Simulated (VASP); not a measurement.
Input of a VASP 6.6.1 run:

INCAR

```
SYSTEM = Cu
  PREC = Accurate
  ENCUT = 600
  EDIFF = 1E-6
  ISMEAR = 0
  SIGMA = 0.1
  LREAL = .FALSE.
  LASPH = .TRUE.
  NELM = 100
  ALGO = Normal
  ISIF = 3
  LWAVE = .FALSE.
  LCHARG = .FALSE.
  GGA = PE
  IBRION = 2
  NSW = 90
  EDIFFG = -0.04
```

KPOINTS

```
Automatic mesh
0
G
  6 6 4
  0 0 0
```

Contents of POSCAR:

```
Cu
1.0
    1.9225321094     -3.2583353959      0.0000000000
    1.9225321094      3.2583353959      0.0000000000
    0.0000000000      0.0000000000      3.8501788098
Cu
4
Direct
    0.1525000000      0.8475000000      0.0785000000
    0.6525000000      0.3475000000      0.4215000000
    0.8475000000      0.1525000000      0.9215000000
    0.3475000000      0.6525000000      0.5785000000
```

Potentials or basis: VASP PAW PBE potentials, release 64 (Cu).

The run is started by

```bash
$ cat potpaw_PBE.64/Cu/POTCAR > POTCAR
$ mpirun -np 1 vasp_std > vasp.out
```

Task: Predict the relaxed volume.

Result: 12.62 Å³/atom.

Task: Estimate the band gap on the k mesh.

Result: Zero (band 22 reaches 9.55 eV, above the bottom of band 23 at 5.25 eV).

The path:
| step | energy change (eV) | largest force (eV/Å) | pressure (GPa) | volume (Å³) |
| --- | --- | --- | --- | --- |
| 1 | 0.0000 | 1.3645 | 31.73 | 48.24 |
| 3 | -1.0645 | 0.1875 | 0.67 | 59.22 |
| 5 | -1.0711 | 0.1506 | -0.48 | 59.82 |
| 7 | -1.0813 | 0.1040 | -1.13 | 60.11 |
| 9 | -1.1016 | 0.0672 | 0.79 | 58.81 |
| 11 | -1.1035 | 0.1272 | 1.31 | 58.38 |
| 13 | -1.1332 | 0.2768 | 1.33 | 58.19 |
| 15 | -1.3897 | 0.9680 | -0.28 | 56.98 |
| 17 | -1.6720 | 1.2764 | -0.31 | 55.41 |
| 19 | -1.7035 | 1.3261 | 0.38 | 54.88 |
| 21 | -1.7171 | 1.3054 | 0.38 | 54.83 |
| 23 | -1.7891 | 1.1123 | -0.86 | 54.89 |
| 25 | -1.9645 | 0.4167 | -4.54 | 55.12 |
| 27 | -1.9906 | 0.1229 | -5.89 | 55.25 |
| 29 | -2.0724 | 0.1792 | 0.32 | 51.77 |
| 31 | -2.1254 | 0.1540 | 1.30 | 51.19 |
| 33 | -2.1312 | 0.2730 | 2.33 | 50.90 |
| 35 | -2.1783 | 0.2805 | 0.16 | 51.51 |
| 37 | -2.1860 | 0.3871 | -4.76 | 53.37 |
| 39 | -2.2540 | 0.3211 | -2.80 | 52.10 |
| 41 | -2.2635 | 0.3274 | -1.21 | 51.35 |
| 43 | -2.2913 | 0.0218 | 0.31 | 50.33 |
| 45 | -2.2922 | 0.0313 | -0.03 | 50.49 |

Caveat: the k points lie up to 0.42 Å⁻¹ apart in the final cell.
